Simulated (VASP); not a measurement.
Input of a VASP 6.6.1 run:

File INCAR:

```
PREC = Accurate
ENCUT = 520
EDIFF = 1E-6
ISMEAR = 0
SIGMA = 0.05
LREAL = F
LASPH = T
NELM = 60
ALGO = Normal
ISIF = 2
LWAVE = F
LCHARG = F
GGA = PE
NBANDS = 26
```

The input KPOINTS:

```
regular mesh
0
Gamma
  10 10 6
```

Contents of POSCAR:

```
GaN
1.0
    3.1771213288      0.0000000000      0.0000000000
   -1.5885606644      2.7514677816      0.0000000000
    0.0000000000      0.0000000000      5.1753656812
Ga N
2 2
Direct
    0.3333333333      0.6666666667     -0.0008245947
    0.6666666667      0.3333333333      0.4991754053
    0.3333333333      0.6666666667      0.3758245947
    0.6666666667      0.3333333333      0.8758245947
```

Potentials or basis: VASP PAW PBE potentials, release 64 (Ga_d, N).

Command:

```sh
$ cat potpaw_PBE.64/Ga_d/POTCAR potpaw_PBE.64/N/POTCAR > POTCAR
$ mpirun -np 1 vasp_std > vasp.out
```

Task: Estimate the pressure.

Result: 7.3 GPa.

Task: What does it give for the band gap on the k mesh?

Result: 1.98 eV, direct.

Expect the measured gap to be larger: semilocal functionals such as PBE lack the derivative discontinuity.
